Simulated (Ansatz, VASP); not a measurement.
ZnS in VASP and in Ansatz

```
CELL_PARAMETERS angstrom
3.68471 -3.86873 0.00000
3.68471 3.86873 0.00000
0.00000 0.00000 4.17422
ATOMIC_POSITIONS crystal
Zn 0.50000 0.50000 0.50000
S 0.50000 0.50000 0.00000
```

Alike in both runs: functional PBE; k mesh 6 × 6 × 8; occupations gaussian, width 0.02 eV; no spin polarisation.

Ansatz relaxed the structure, and its values are those at the end. VASP's run is a single point on that final structure, the one shown.

```csv
,VASP,Ansatz
version,VASP 6.6.1,Ansatz 0.2.0
potentials or method,"VASP PAW PBE potentials, release 64 (Zn, S), cutoff 520 eV","scalar-relativistic, plane waves, PAW"
valence electrons in the cell,18,18
```

|  | VASP | Ansatz | Ansatz less VASP |
| --- | --- | --- | --- |
| gap on the k mesh at the Fermi level (eV) | 1.33 | 1.32 | -0.013 |
| least direct gap on the mesh (eV) | 2.35 | 2.34 | -0.005 |
| pressure (GPa) | 0.1 | 0.0 | -0.07 |

With one functional, cell and mesh, what is left measures potentials, basis and numerics. Ansatz's warnings: xc potential rough in thin density.
